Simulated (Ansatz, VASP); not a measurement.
# NaI in VASP and in Ansatz

File POSCAR:

```
NaI
1.0
    0.0000000000      3.5431916810      3.5431916810
    3.6370862606      0.0000000000      3.5431916810
    3.6370862606      3.5431916810      0.0000000000
Na I
1 1
Direct
    0.0000000000      0.0000000000      0.0000000000
    0.2500000000      0.2500000000      0.2500000000
```

The input INCAR.step1:

```
SYSTEM = NaI
PREC = Accurate ; ENCUT = 520
EDIFF = 1E-5 ; ISMEAR = 0
SIGMA = 0.01 ; LREAL = .FALSE.
LASPH = .TRUE. ; NELM = 100
ALGO = Normal ; ISIF = 2
LWAVE = .TRUE. ; LCHARG = .FALSE.
GGA = PE ; NBANDS = 14
```

INCAR.step2

```
SYSTEM = NaI
PREC = Accurate ; ENCUT = 520
EDIFF = 1E-7 ; ISMEAR = 0
SIGMA = 0.01 ; LREAL = .FALSE.
LASPH = .TRUE. ; NELM = 100
ALGO = Normal ; ISIF = 2
LWAVE = .FALSE. ; LCHARG = .FALSE.
GGA = PE ; LHFCALC = .TRUE.
HFSCREEN = 0.2079 ; PRECFOCK = Normal
ISTART = 1 ; NBANDS = 14
```

KPOINTS

```
Automatic mesh
0
G
  4 4 4
  0 0 0
```

Input for Ansatz:

```yaml
crystal:
  lattice:
    - [0.0, 3.543191681, 3.543191681]
    - [3.6370862606, 0.0, 3.543191681]
    - [3.6370862606, 3.543191681, 0.0]
  atoms:
    - { symbol: Na, position: [0.0, 0.0, 0.0] }
    - { symbol: I, position: [0.25, 0.25, 0.25] }
kpoints:
  mp_grid: { grid: [4, 4, 4] }
  band_path:
    path:
      - [0.0, 0.0, 0.0]
      - [-0.5, -0.5, 0.0]
      - [-0.375, -0.375, 0.25]
      - [-0.375, 0.0, 0.375]
      - [0.0, 0.0, 0.5]
      - [-0.5, -0.25, 0.25]
    npoints: 1
hamiltonian:
  xc: hse06
scf:
  occupations: { method: fixed }
  n_extra_bands: 4
output:
  forces: true
  stress: true
  eigenvalues: true
```

Change from the starting cell: uniaxial_x strain +2.6%.

Alike in both runs: task single point; functional HSE06; k mesh 4 × 4 × 4; no spin polarisation.

```csv
,VASP,Ansatz
version,VASP 6.6.1,Ansatz 0.2.0
potentials or method,"VASP PAW PBE potentials, release 64 (Na_pv, I)","plane waves, PAW"
plane-wave cutoff (eV),520,420
occupations,"gaussian, width 0.01 eV",fixed
valence electrons in the cell,14,26
```

Ansatz gave:

* gap on the k mesh at the Fermi level (eV): 4.75
* pressure (GPa): -0.1

Task: What did VASP give for the same quantities?

Result: gap on the k mesh at the Fermi level (eV): 4.74; pressure (GPa): -0.1.

VASP's potentials hold 14 valence electrons a cell and Ansatz's 26, so a difference there can come from the potentials and not from the codes. Ansatz's warnings: stress exchange threshold loose, stress scf threshold loose.

Neither program's run includes spin-orbit coupling.
